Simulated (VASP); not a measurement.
Wanted: the native input for a VASP 6.6.1 run.

```yaml
Task: single point
Functional: PBE
Potentials_or_basis: VASP PAW PBE potentials, release 64 (Pb_d, O)
Cutoff: 520 eV
k_mesh: 10 × 10 × 6
Occupations: gaussian, width 0.05 eV
Spin: no spin polarisation
Dipole_correction: no
Further_INCAR_settings: ALGO = Normal; EDIFF = 1e-06; NBANDS = 28
```

The structure of PbO lies in POSCAR:

```
PbO
1.0
    3.6454441379      0.0000000000      0.0000000000
   -1.8227220689      3.1570472315      0.0000000000
    0.0000000000      0.0000000000      6.3819579425
Pb O
2 2
Direct
    0.3333333333      0.6666666667      0.2500000000
    0.6666666667      0.3333333333      0.7500000000
    0.0000000000      0.0000000000      0.0000000000
    0.0000000000      0.0000000000      0.5000000000
```

One way to write it, as run:

INCAR

```
SYSTEM = PbO
PREC     = Accurate       ! precision mode
ENCUT    = 520            ! plane-wave cutoff, eV
EDIFF    = 1E-6           ! SCF threshold, eV
ISMEAR   = 0              ! smearing method
SIGMA    = 0.05           ! smearing width, eV
LREAL    = .FALSE.        ! projectors in reciprocal space
LASPH    = .TRUE.         ! aspherical terms in the spheres
NELM     = 100            ! most SCF steps
ALGO     = Normal         ! electronic algorithm
ISIF     = 2              ! what is computed and relaxed
LWAVE    = .FALSE.        ! write WAVECAR
LCHARG   = .FALSE.        ! write CHGCAR
GGA      = PE             ! functional
NBANDS   = 28             ! bands
```

KPOINTS

```
Automatic mesh
0
G
  10 10 6
  0 0 0
```

Potentials or basis: VASP PAW PBE potentials, release 64 (Pb_d, O).

Launch:

```bash
$ cat potpaw_PBE.64/Pb_d/POTCAR potpaw_PBE.64/O/POTCAR > POTCAR
$ mpirun -np 1 vasp_std > vasp.out
```

Results of the run:

```json
{
  "Pressure": "-1.6 GPa",
  "Band gap on the k mesh": "0.23 eV (least direct gap 0.26 eV)"
}
```

Caveat: spin-orbit coupling is left out, which moves the levels of the heavy elements.

Wall time 99 s on 1 thread of Intel(R) Xeon(R) Platinum 8488C (Sapphire Rapids) (shared host), peak memory 0.24 GiB.
